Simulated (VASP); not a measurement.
# Al3Cu2 in VASP: notebook

The runs below take Al3Cu2 through single point, with r2SCAN.

All numbers are computed with VASP 6.6.1; they aren't measurements. Logs are shortened: lines on timing, memory, paths and dates and some standing lists are left out, and cuts for length are marked.

## Step 1: The cell of the first run

The typed cell holds 5 atoms: a = 4.106 Å, b = 4.077 Å, c = 5.016 Å, α = 90.43°, β = 90.22°, γ = 120.06°.

## Step 2: Single point, r2SCAN

File POSCAR:

```
Al3Cu2
1.0
    4.1063825602      0.0062427900     -0.0077642967
   -2.0477848653      3.5251797426     -0.0155214543
   -0.0094735761     -0.0273378002      5.0163280565
Al Cu
3 2
Direct
   -0.0248424831     -0.0150825899     -0.0129111555
    0.3068889266      0.6498362580      0.3359308601
    0.6434308943      0.3199934540      0.6382645808
    0.3107747625      0.6542487048      0.8260899922
    0.6395430686      0.3155890572      0.1481045110
```

File INCAR.step1:

```
SYSTEM = Al3Cu2
PREC = Accurate
ENCUT = 520
ISMEAR = 0
SIGMA = 0.1
LREAL = .FALSE.
LASPH = .TRUE.
NELM = 80
NBANDS = 24
GGA = PE
ALGO = Normal
EDIFF = 1E-4
LWAVE = .TRUE.
LCHARG = .FALSE.
```

File INCAR.step2:

```
SYSTEM = Al3Cu2
PREC = Accurate
ENCUT = 520
EDIFF = 1E-6
ISMEAR = 0
SIGMA = 0.1
LREAL = .FALSE.
LASPH = .TRUE.
NELM = 80
ALGO = Normal
ISIF = 2
LWAVE = .FALSE.
LCHARG = .FALSE.
METAGGA = R2SCAN
LMIXTAU = .TRUE.
NBANDS = 24
ISTART = 1
```

File KPOINTS:

```
regular mesh
0
G
  6 6 4
  0 0 0
```

Potentials or basis: VASP PAW PBE potentials, release 64 (Al, Cu).

The run is started by

```
$ cat potpaw_PBE.64/Al/POTCAR potpaw_PBE.64/Cu/POTCAR > POTCAR
$ cp INCAR.step1 INCAR
$ mpirun -np 1 vasp_std > vasp.out
$ cp INCAR.step2 INCAR
$ mpirun -np 1 vasp_std > vasp.out
```

OUTCAR:

```text
SYSTEM = Al3Cu2
   PREC = Accurate
   ENCUT = 520
   EDIFF = 1E-6
   ISMEAR = 0
   LREAL = .FALSE.
   LASPH = .TRUE.
   NELM = 80
   ISIF = 2
   METAGGA = R2SCAN
   ISTART = 1

 ion  position               nearest neighbor table
   1  0.975  0.985  0.987-   4 2.49   5 2.49   4 2.49   5 2.49   4 2.50   5 2.50   3 2.91   2 2.91
                             3 2.94   2 2.94   3 2.96   2 2.96
   2  0.307  0.650  0.336-   4 2.46   5 2.54   5 2.54   5 2.54   4 2.56   3 2.80   3 2.81   3 2.81
                             1 2.91   1 2.94   1 2.96
   3  0.643  0.320  0.638-   5 2.46   4 2.54   4 2.54   4 2.54   5 2.56   2 2.80   2 2.81   2 2.81
                             1 2.91   1 2.94   1 2.96
   4  0.311  0.654  0.826-   2 2.46   1 2.49   1 2.49   1 2.50   3 2.54   3 2.54   3 2.54   2 2.56

   5  0.640  0.316  0.148-   3 2.46   1 2.49   1 2.49   1 2.50   2 2.54   2 2.54   2 2.54   3 2.56

  LATTYP: Found a triclinic cell.
 ALAT       =     4.0877025087
 B/A-ratio  =     1.0045727734
 C/A-ratio  =     1.2271958351
 COS(alpha) =     0.0037875464
 COS(beta)  =     0.0113555612
 COS(gamma) =     0.5049301760

  Lattice vectors:

 A1 = (   2.0585976949,   3.5314225326,  -0.0232857510)
 A2 = (   4.1063825602,   0.0062427900,  -0.0077642967)
 A3 = (   0.0094735761,   0.0273378002,  -5.0163280565)

Analysis of symmetry for initial positions (statically):
=====================================================================
 Subroutine PRICEL returns:
 Original cell was already a primitive cell.

 Routine SETGRP: Setting up the symmetry group for a
 triclinic supercell.

 Subroutine GETGRP returns: Found  1 space group operations
 (whereof  1 operations were pure point group operations)
 out of a pool of  2 trial point group operations.

The static configuration has the point symmetry C_1 .

Analysis of symmetry for dynamics (positions and initial velocities):
=====================================================================
 Subroutine PRICEL returns:
 Original cell was already a primitive cell.

 Routine SETGRP: Setting up the symmetry group for a
 triclinic supercell.

 Subroutine GETGRP returns: Found  1 space group operations
 (whereof  1 operations were pure point group operations)
 out of a pool of  2 trial point group operations.

The dynamic configuration has the point symmetry C_1 .

 Subroutine INISYM returns: Found  1 space group operations
 (whereof  1 operations are pure point group operations),
 and found     1 'primitive' translations

----------------------------------------------------------------------------------------

                                     Primitive cell

  volume of cell :      72.6767

  direct lattice vectors                    reciprocal lattice vectors
     4.106382560  0.006242790 -0.007764297     0.243310784  0.141345198  0.001229802
    -2.047784865  3.525179743 -0.015521454    -0.000427972  0.283431666  0.001543827
    -0.009473576 -0.027337800  5.016328056     0.000375273  0.001095765  0.199355684

  length of vectors
     4.106394646  4.076831611  5.016411494     0.281389614  0.283436194  0.199359049

  position of ions in fractional coordinates (direct lattice)
     0.975157517  0.984917410  0.987088845
     0.306888927  0.649836258  0.335930860
     0.643430894  0.319993454  0.638264581
     0.310774763  0.654248705  0.826089992
     0.639543069  0.315589057  0.148104511

  ion indices of the primitive-cell ions
   primitive index   ion index
                 1           1
                 2           2
                 3           3
                 4           4
                 5           5

----------------------------------------------------------------------------------------

 KPOINTS: regular mesh

Automatic generation of k-mesh.
 Grid dimensions read from file:
 generate k-points for:    6    6    4

 Generating k-lattice:

  Cartesian coordinates                     Fractional coordinates (reciprocal lattice)
     0.040551797  0.023557533  0.000204967     0.166666667 -0.000000000  0.000000000
    -0.000071329  0.047238611  0.000257305    -0.000000000  0.166666667 -0.000000000
     0.000093818  0.000273941  0.049838921    -0.000000000  0.000000000  0.250000000

  Length of vectors
     0.046898269  0.047239366  0.049839762

  Shift w.r.t. Gamma in fractional coordinates (k-lattice)
     0.000000000  0.000000000  0.000000000

 Subroutine IBZKPT returns following result:
 ===========================================

 Found     76 irreducible k-points:

 Following reciprocal coordinates:
            Coordinates               Weight
  0.000000  0.000000  0.000000      1.000000
  0.166667 -0.000000  0.000000      2.000000
  0.333333 -0.000000 -0.000000      2.000000
  0.500000 -0.000000 -0.000000      1.000000
  0.000000  0.166667  0.000000      2.000000
  0.166667  0.166667  0.000000      2.000000
[... 16 lines left out ...]
  0.333333 -0.000000  0.250000      2.000000
  0.500000 -0.000000  0.250000      2.000000
 [... further k-points ...]
   k-points           NKPTS =     76   k-points in BZ     NKDIM =     76   number of bands    NBANDS=     24
   number of dos      NEDOS =    301   number of ions     NIONS =      5
   total plane-waves  NPLWV =  38400
   dimension x,y,z NGX =    32 NGY =   30 NGZ =   40
   dimension x,y,z NGXF=    64 NGYF=   60 NGZF=   80
   ions per type =               3   2
   NGX,Y,Z   is equivalent  to a cutoff of  12.96, 12.23, 13.26 a.u.
   NGXF,Y,Z  is equivalent  to a cutoff of  25.91, 24.47, 26.51 a.u.
 SYSTEM =  Al3Cu2
   PREC   = accura    normal or accurate (medium, high low for compatibility)
   ISTART =      1    job   : 0-new  1-cont  2-samecut
   ICHARG =      0    charge: 1-file 2-atom 10-const
   ISPIN  =      1    spin polarized calculation?
   LNONCOLLINEAR =      F non collinear calculations
   LSORBIT =      F    spin-orbit coupling
   LASPH  =      T    aspherical Exc in radial PAW
   ENCUT  =  520.0 eV  38.22 Ry    6.18 a.u.   7.64  7.58  9.33*2*pi/ulx,y,z
   NELM   =     80;   NELMIN=  2; NELMDL=  0     # of ELM steps
   EDIFF  = 0.1E-05   stopping-criterion for ELM
   LREAL  =      F    real-space projection
   EDIFFG = 0.1E-04   stopping-criterion for IOM
   NSW    =      0    number of steps for IOM
   IBRION =     -1    ionic relax: 0-MD 1-quasi-New 2-CG
   NFREE  =      0    steps in history (QN), initial steepest desc. (CG)
   ISIF   =      2    stress and relaxation
   ISYM   =      2    0-nonsym 1-usesym 2-fastsym
   POTIM  = 0.5000    time-step for ionic-motion
   TEBEG  =    0.0;   TEEND  =   0.0 temperature during run
   PSTRESS=    0.0 pullay stress
   NELECT =      31.0000    total number of electrons
   NUPDOWN=      -1.0000    fix difference up-down
   EMIN   =  10.00;   EMAX   =-10.00  energy-range for DOS
   EFERMI =   0.00;   METHOD = LEGACY
   ISMEAR =     0;   SIGMA  =   0.10  broadening in eV -4-tet -1-fermi 0-gaus
   EFERMI_NEDOS =   21; number of points for ismear=-14 and -15
   IALGO  =     38    algorithm
   IMIX   =      4    mixing-type and parameters
     AMIX     =   0.40;   BMIX     =  1.00
     AMIX_MAG =   1.60;   BMIX_MAG =  1.00
  volume/ion in A,a.u.               =      14.54        98.09
  Fermi-wavevector in a.u.,A,eV,Ry     =   1.232339  2.328783 20.662622  1.518660
  Thomas-Fermi vector in A             =   2.367113
   LORBIT       =      0    0 simple, 1 ext, 2 COOP (PROOUT), +10 PAW based schemes
   METAGGA = R2SCAN    functional components
   LHFCALC =     F    Hartree Fock is set to
   AEXX    =    0.0000 exact exchange contribution
   IVDW    =     0    specifies the selected vdW correction
   LEPSILON=     F    determine dielectric tensor
   LRPA    =     F    only Hartree local field effects (RPA)
 non-spin polarized calculation
 Gauss-broadening in eV      SIGMA  =   0.10
  energy-cutoff  :      520.00
  volume of cell :       72.68
 maximum number of plane-waves:      1986
 NGX is ok and might be reduce to    32
   NGX = 15   NGY = 15   NGZ = 19

 number of electron      31.0000000 magnetization

 Free energy of the ion-electron system (eV)
  ---------------------------------------------------
  ext. energy  EPLUGINS =         0.00000000
  ---------------------------------------------------
  free energy    TOTEN  =       -42.80119601 eV

  energy without entropy =      -42.79441537  energy(sigma->0) =      -42.79780569

 E-fermi :   8.2656     XC(G=0): -11.7459

 val. band max:        8.2640298301   @ k =  -0.0000   0.5000   0.0000
 cond. band min:       8.3009868788   @ k =  -0.0000   0.3333   0.2500
 fundamental gap:      0.0369570487
 Fermi energy:         8.2655668209

 k-point     1 :       0.0000    0.0000    0.0000
  band No.  band energies     occupation
      1      -3.5292      2.00000
      2       1.5626      2.00000
      3       2.1400      2.00000
      4       2.7463      2.00000
      5       2.7614      2.00000
      6       3.1173      2.00000
[... 16 lines left out ...]
     23      14.4257      0.00000
     24      14.5085      0.00000

 k-point     2 :       0.1667   -0.0000    0.0000
  band No.  band energies     occupation
      1      -3.1830      2.00000
      2       1.7395      2.00000
      3       2.1200      2.00000
      4       2.7889      2.00000
      5       2.8628      2.00000
      6       3.0477      2.00000
[... 16 lines left out ...]
     23      13.9226      0.00000
     24      14.3966      0.00000

 k-point     3 :       0.3333   -0.0000   -0.0000
  band No.  band energies     occupation
      1      -2.1671      2.00000
      2       1.3706      2.00000
      3       2.0180      2.00000
      4       2.6972      2.00000
      5       3.0904      2.00000
      6       3.1137      2.00000
[... 16 lines left out ...]
     23      14.6798      0.00000
     24      15.7102      0.00000
[... 514 lines left out ...]
 k-point    23 :       0.3333   -0.0000    0.2500
  band No.  band energies     occupation
      1      -1.8013      2.00000
      2       1.0433      2.00000
      3       1.7925      2.00000
      4       2.2505      2.00000
      5       3.0868      2.00000
      6       3.1737      2.00000
[... 16 lines left out ...]
     23      16.0698      0.00000
     24      16.8717      0.00000

 k-point    24 :       0.5000   -0.0000    0.2500
  band No.  band energies     occupation
      1      -0.4441      2.00000
      2       0.0607      2.00000
      3       1.8648      2.00000
      4       2.2843      2.00000
      5       2.9939      2.00000
      6       3.1634      2.00000
[... 16 lines left out ...]
     23      17.5583      0.00000
     24      18.1618      0.00000

 [... further k-points ...]

------------------------ aborting loop because EDIFF is reached ----------------------------------------

  FORCE on cell =-STRESS in cart. coord.  units (eV):
  Direction    XX          YY          ZZ          XY          YZ          ZX
  --------------------------------------------------------------------------------------
  -------------------------------------------------------------------------------------
  Total       -0.0493093     -0.0730070     -0.0185880      0.0065514     -0.0154784     -0.0024353
  in kB       -1.0870366     -1.6094579     -0.4097771      0.1444269     -0.3412263     -0.0536871
  external PRESSURE =      -1.0354239 kB  Pullay stress =       0.0000000 kB

 VOLUME and BASIS-vectors are now :
 -----------------------------------------------------------------------------
  energy-cutoff  :      520.00
  volume of cell :       72.68
      direct lattice vectors                 reciprocal lattice vectors
     4.106382560  0.006242790 -0.007764297     0.243310784  0.141345198  0.001229802
    -2.047784865  3.525179743 -0.015521454    -0.000427972  0.283431666  0.001543827
    -0.009473576 -0.027337800  5.016328056     0.000375273  0.001095765  0.199355684

 POSITION                                       TOTAL-FORCE (eV/Angst)
 -----------------------------------------------------------------------------------
      1.97812      3.45111      4.92870         0.000023     -0.000129      0.000009
     -0.07370      2.28352      1.67267         0.000205      0.000227      0.006719
      1.98085      1.11460      3.19178        -0.000413      0.000027     -0.007354
     -0.07143      2.28570      4.13137         0.000726     -0.000231      0.004782
      1.97855      1.11245      0.73308        -0.000540      0.000106     -0.004155
 -----------------------------------------------------------------------------------
    total drift:                                0.001524     -0.000494     -0.000014

  FREE ENERGIE OF THE ION-ELECTRON SYSTEM (eV)
  ---------------------------------------------------
  free  energy   TOTEN  =       -42.8011960113 eV

  energy  without entropy=      -42.7944153715  energy(sigma->0) =      -42.79780569
```

Wall time 4.4 min (1 thread of Intel Xeon Platinum 8488C (Sapphire Rapids), shared host); peak memory 0.27 GiB.

Results:

```yaml
Free_energy: -42.8012 eV
Pressure: -0.1 GPa
Largest_force: 0.007 eV/Å
Band_gap_on_the_k_mesh: zero (an odd number of electrons rules out a gap without spin polarisation)
```

Forces in eV/Å, atoms in the order of the input:
```
Al   0.000  0.000  0.000
Al   0.000  0.000  0.007
Al   0.000  0.000 -0.007
Cu   0.001  0.000  0.005
Cu  -0.001  0.000 -0.004
```

Caveat: the PAW data sets were made with another functional, which shifts forces and pressure a little.

## Step 3: Single point, r2SCAN

This run uses another cell than the first one, of 14.48 Å³/atom.

File POSCAR:

```
Al3Cu2
1.0
    4.0919516368      0.0000000000      0.0000000000
   -2.0459758184      3.5437340685      0.0000000000
    0.0000000000      0.0000000000      4.9927787000
Al Cu
3 2
Direct
    0.0000000000      0.0000000000      0.0000000000
    0.3333333300      0.6666666700      0.3499253500
    0.6666666700      0.3333333300      0.6500746500
    0.3333333300      0.6666666700      0.8395121300
    0.6666666700      0.3333333300      0.1604878700
```

File INCAR.step1:

```
SYSTEM = Al3Cu2
PREC     = Accurate       ! precision mode
ENCUT    = 520            ! plane-wave cutoff, eV
ISMEAR   = 0              ! smearing method
SIGMA    = 0.1            ! smearing width, eV
LREAL    = .FALSE.        ! projectors in reciprocal space
LASPH    = .TRUE.         ! aspherical terms in the spheres
NELM     = 100            ! most SCF steps
NBANDS   = 24             ! bands
GGA      = PE             ! functional
ALGO     = Normal         ! electronic algorithm
EDIFF    = 1E-4           ! SCF threshold, eV
LWAVE    = .TRUE.         ! write WAVECAR
LCHARG   = .FALSE.        ! write CHGCAR
```

File INCAR.step2:

```
SYSTEM = Al3Cu2
PREC     = Accurate       ! precision mode
ENCUT    = 520            ! plane-wave cutoff, eV
EDIFF    = 1E-6           ! SCF threshold, eV
ISMEAR   = 0              ! smearing method
SIGMA    = 0.1            ! smearing width, eV
LREAL    = .FALSE.        ! projectors in reciprocal space
LASPH    = .TRUE.         ! aspherical terms in the spheres
NELM     = 100            ! most SCF steps
ALGO     = Normal         ! electronic algorithm
ISIF     = 2              ! what is computed and relaxed
LWAVE    = .FALSE.        ! write WAVECAR
LCHARG   = .TRUE.         ! write CHGCAR
METAGGA  = R2SCAN         ! meta-GGA
LMIXTAU  = .TRUE.       
LELF     = .TRUE.         ! ELF
LVHAR    = .TRUE.       
NBANDS   = 24             ! bands
ISTART   = 1
```

File KPOINTS:

```
regular mesh
0
G
  12 12 8
  0 0 0
```

Potentials or basis: VASP PAW PBE potentials, release 64 (Al, Cu).

The run is started by

```
$ cat potpaw_PBE.64/Al/POTCAR potpaw_PBE.64/Cu/POTCAR > POTCAR
$ cp INCAR.step1 INCAR
$ mpirun -np 1 vasp_std > vasp.out
$ cp INCAR.step2 INCAR
$ mpirun -np 1 vasp_std > vasp.out
```

It took 9.1 min on 1 thread of Intel Xeon Platinum 8488C (Sapphire Rapids), shared host; peak memory 0.33 GiB.

The run converged. Its results:

| Item | Value |
| --- | --- |
| Free energy | -42.8175 eV |
| Pressure | 0.4 GPa |
| Largest force | 0.016 eV/Å |
| Band gap on the k mesh | zero (an odd number of electrons rules out a gap without spin polarisation) |

Forces in eV/Å, atoms in the order of the input:
```
Al   0.000  0.000  0.000
Al   0.000  0.000  0.006
Al   0.000  0.000 -0.006
Cu   0.000  0.000  0.016
Cu   0.000  0.000 -0.016
```

Stress tensor (GPa, compression positive):
```
 0.58  0.00  0.00
 0.00  0.58  0.00
 0.00  0.00 -0.01
```

Levels at points of the mesh, in eV from the Fermi level:
```
           k point  band 11  band 12  band 13  band 14  band 15  band 16  band 17  band 18  band 19  band 20
(0.00, 0.00, 0.00)    -4.31    -3.81    -3.80    -0.22    -0.22     1.39     1.39     2.92     3.41     5.71
(0.50, 0.00, 0.00)    -4.44    -4.27    -3.26    -3.21    -2.73    -0.79     0.07     0.53     3.13     4.02
(0.00, 0.00, 0.50)    -4.35    -4.35     1.24     1.24     1.36     1.36     1.85     2.54     2.54     2.57
(0.50, 0.00, 0.50)    -4.47    -4.38    -4.29    -3.67    -1.90    -0.21     0.91     1.12     5.48     5.78
```

Caveat: the PAW data sets were made with another functional, which shifts forces and pressure a little.

## Step 4: Single point, r2SCAN

This run uses another cell than the first one, of 14.48 Å³/atom.

File POSCAR:

```
Al3Cu2
1.0
    4.0919516368      0.0000000000      0.0000000000
   -2.0459758184      3.5437340685      0.0000000000
    0.0000000000      0.0000000000      4.9927787000
Al Cu
3 2
Direct
    0.0000000000      0.0000000000      0.0000000000
    0.3333333333      0.6666666667      0.3499253500
    0.6666666667      0.3333333333      0.6500746500
    0.3333333333      0.6666666667      0.8395121300
    0.6666666667      0.3333333333      0.1604878700
```

File INCAR.step1:

```
SYSTEM = Al3Cu2
  PREC = Accurate
  ENCUT = 520
  ISMEAR = 1
  SIGMA = 0.3
  LREAL = .False.
  LASPH = .True.
  NELM = 100
  NBANDS = 24
  GGA = PE
  ALGO = Normal
  EDIFF = 1E-4
  LWAVE = .True.
  LCHARG = .False.
```

File INCAR.step2:

```
SYSTEM = Al3Cu2
  PREC = Accurate
  ENCUT = 520
  EDIFF = 1E-7
  ISMEAR = 1
  SIGMA = 0.3
  LREAL = .False.
  LASPH = .True.
  NELM = 100
  ALGO = Normal
  ISIF = 2
  LWAVE = .False.
  LCHARG = .True.
  METAGGA = R2SCAN
  LMIXTAU = .True.
  LELF = .True.
  LVHAR = .True.
  NBANDS = 24
  ISTART = 1
```

File KPOINTS:

```
regular mesh
0
Gamma
  12 12 8
  0 0 0
```

The run is started by

```
$ cat potpaw_PBE.64/Al/POTCAR potpaw_PBE.64/Cu/POTCAR > POTCAR
$ cp INCAR.step1 INCAR
$ mpirun -np 1 vasp_std > vasp.out
$ cp INCAR.step2 INCAR
$ mpirun -np 1 vasp_std > vasp.out
```

It took 18 min on 1 thread of Intel Xeon 8259CL, shared host; peak memory 0.33 GiB.

Results (log left out):

| Property | Result |
| --- | --- |
| Free energy | -42.8150 eV |
| Pressure | 0.4 GPa |
| Largest force | 0.012 eV/Å |
| Band gap on the k mesh | zero (an odd number of electrons rules out a gap without spin polarisation) |

Forces on the atoms (eV/Å):
```
Al   0.000  0.000  0.000
Al   0.000  0.000  0.002
Al   0.000  0.000 -0.002
Cu   0.000  0.000  0.012
Cu   0.000  0.000 -0.012
```

Stress tensor (GPa, compression positive):
```
 0.57  0.00  0.00
 0.00  0.57  0.00
 0.00  0.00 -0.01
```

Levels at points of the mesh, in eV from the Fermi level:
```csv
k point,band 13,band 14,band 15,band 16,band 17,band 18
"(0.00, 0.00, 0.00)",-3.81,-0.23,-0.23,1.38,1.38,2.91
"(0.50, 0.00, 0.00)",-3.27,-3.22,-2.74,-0.80,0.06,0.52
"(0.00, 0.00, 0.50)",1.23,1.23,1.35,1.35,1.84,2.53
"(0.50, 0.00, 0.50)",-4.30,-3.68,-1.91,-0.22,0.90,1.11
```

Caveat: so wide a smearing shifts energies and pressures; the PAW data sets were made with another functional, which shifts forces and pressure a little.

## Step 5: Summary

```tsv
cell	k mesh	smearing	gap on the mesh (eV)	pressure (GPa)	largest force (eV/Å)
a = 4.106, b = 4.077, c = 5.016 Å, angles 90.4, 90.2, 120.1°, 5 atoms, atomic positions A	6 × 6 × 4	gaussian 0.1 eV	none	-0.1	0.01
a = 4.092, b = 4.092, c = 4.993 Å, angles 90.0, 90.0, 120.0°, 5 atoms, atomic positions B	12 × 12 × 8	gaussian 0.1 eV	none	0.4	0.02
a = 4.092, b = 4.092, c = 4.993 Å, angles 90.0, 90.0, 120.0°, 5 atoms, atomic positions B	12 × 12 × 8	methfessel-paxton 0.3 eV	none	0.4	0.01
```

Alike in all rows: task single point; level r2SCAN; potentials or basis VASP PAW PBE potentials, release 64 (Al, Cu); no spin polarisation; cutoff (eV) 520.

Caveats: the PAW data sets were made with another functional, which shifts forces and pressure a little; so wide a smearing shifts energies and pressures (at least some runs).

Total energies depend on the potentials used, so only differences within one code and one set of settings carry meaning.
